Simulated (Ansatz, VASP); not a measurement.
**Two plane-wave programs on Os**

File INCAR:

```
PREC = Accurate ; ENCUT = 520
EDIFF = 1E-6 ; ISMEAR = 1
SIGMA = 0.01 ; LREAL = F
LASPH = T ; NELM = 150
ALGO = Normal ; ISIF = 2
LWAVE = F ; LCHARG = F
MAGMOM = 0 0 0 ; LORBIT = 11
LSORBIT = T ; GGA_COMPAT = F
LORBMOM = T ; LMAXMIX = 4
NBANDS = 19
```

The input KPOINTS:

```
regular mesh
0
Gamma
  9 9 9
```

POSCAR

```
Os
1.0
   -0.0039230000      1.9478850000      1.9334980000
    1.9589700000     -0.0453990000      1.9749740000
    1.8969690000      1.9273590000      0.0166030000
Os
1
Direct
   -0.0056420000      0.0526440000     -0.0280610000
```

File input.yaml:

```yaml
crystal:
  lattice:
    - [-0.003923, 1.947885, 1.933498]
    - [1.95897, -0.045399, 1.974974]
    - [1.896969, 1.927359, 0.016603]
  atoms:
    - { symbol: Os, position: [-0.005642, 0.052644, -0.028061] }
hamiltonian:
  xc: lda
  pseudopotentials: { kind: paw_fr }
magnetization:
  noncollinear: true
  spin_orbit: true
kpoints:
  mp_grid: { grid: [9, 9, 9] }
scf:
  occupations: { method: methfessel_paxton, width: 0.01 }
  n_extra_bands: 6
output:
  forces: true
  stress: true
  eigenvalues: true
  dos: { projected: true, de: 0.05, nscf_kmesh: { grid: [14, 14, 14] } }
  write_density: true
  write_potential: true
  elf: true
  volumetric_format: npy
```

Change from the starting cell: cell strained at random at fixed volume.

Alike in both runs: functional LDA; k mesh 9 × 9 × 9; occupations methfessel-paxton of order 1, width 0.01 eV; non-collinear spin, spin-orbit coupling.

```csv
,VASP,Ansatz
version,VASP 6.6.1,Ansatz 0.2.0
potentials or method,"VASP PAW LDA potentials, release 64 (Os)",Ansatz PAW
plane-wave cutoff (eV),520,420
valence electrons in the cell,8,16
task,single point,projected density of states
```

```csv
,VASP,Ansatz,Ansatz less VASP
pressure (GPa),-23.9,-24.3,-0.40
"traceless stress, the component that is largest in VASP (GPa)",9.38,9.66,+0.282
net moment per atom (μB),0.00,0.00,0.000
```

LDA's correlation is that of Perdew and Zunger in VASP and of Perdew and Wang (1992) in Ansatz. VASP's potentials hold 8 valence electrons a cell and Ansatz's 16, so a difference there can come from the potentials and not from the codes.
